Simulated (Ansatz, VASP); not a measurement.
BaS in VASP and in Ansatz

POSCAR

```
BaS
1.0
    0.0000000000      3.1937500000      3.1937500000
    3.1937500000      0.0000000000      3.1937500000
    3.1937500000      3.1937500000      0.0000000000
Ba S
1 1
Direct
    0.0000000000      0.0000000000      0.0000000000
    0.5000000000      0.5000000000      0.5000000000
```

Contents of INCAR.step1:

```
SYSTEM = BaS
PREC = Accurate
ENCUT = 600
ISMEAR = -1
SIGMA = 0.1
LREAL = .FALSE.
LASPH = .TRUE.
NELM = 60
GGA = PE
ALGO = Normal
EDIFF = 1E-4
LWAVE = .TRUE.
LCHARG = .FALSE.
```

The input INCAR.step2:

```
SYSTEM = BaS
PREC = Accurate
ENCUT = 600
EDIFF = 1E-6
ISMEAR = -1
SIGMA = 0.1
LREAL = .FALSE.
LASPH = .TRUE.
NELM = 60
ALGO = Normal
ISIF = 3
LWAVE = .FALSE.
LCHARG = .FALSE.
METAGGA = R2SCAN
LMIXTAU = .TRUE.
IBRION = 2
NSW = 100
EDIFFG = -0.002
ISTART = 1
```

File KPOINTS:

```
Automatic mesh
0
G
  12 12 12
  0 0 0
```

Input for Ansatz:

```yaml
crystal:
  lattice:
    - [0.0, 3.19375, 3.19375]
    - [3.19375, 0.0, 3.19375]
    - [3.19375, 3.19375, 0.0]
  atoms:
    - { symbol: Ba, position: [0.0, 0.0, 0.0] }
    - { symbol: S, position: [0.5, 0.5, 0.5] }
kpoints:
  mp_grid: { grid: [12, 12, 12] }
scf:
  occupations: { method: fermi_dirac, width: 0.1 }
hamiltonian:
  xc: r2scan
  pseudopotentials: { kind: paw }
relax:
  f_tol: 0.002
  max_steps: 80
  cell: {}
output:
  forces: true
  stress: true
```

Alike in both runs: task relaxation of cell and atoms; functional r2SCAN; k mesh 12 × 12 × 12; occupations fermi-dirac, width 0.1 eV; no spin polarisation.

|  | VASP | Ansatz |
| --- | --- | --- |
| version | VASP 6.6.1 | Ansatz 0.2.0 |
| potentials or method | VASP PAW PBE potentials, release 64 (Ba_sv, S) | PAW with Ansatz's default frozen-core files, scalar-relativistic |
| plane-wave cutoff (eV) | 600 | 500 |
| valence electrons in the cell | 16 | 16 |

Ansatz gave:

```
relaxed volume (Å³/atom)                                        : 33.16
relaxed length of the cell vector where the two differ most in proportion (Å) : 4.543
```

**Question.** What did VASP give for the same quantities?

**Answer.** Relaxed volume (Å³/atom): 33.56; relaxed length of the cell vector where the two differ most in proportion (Å): 4.562.

VASP's potentials were made for PBE, not for r2SCAN.

Spin-orbit coupling is off throughout.
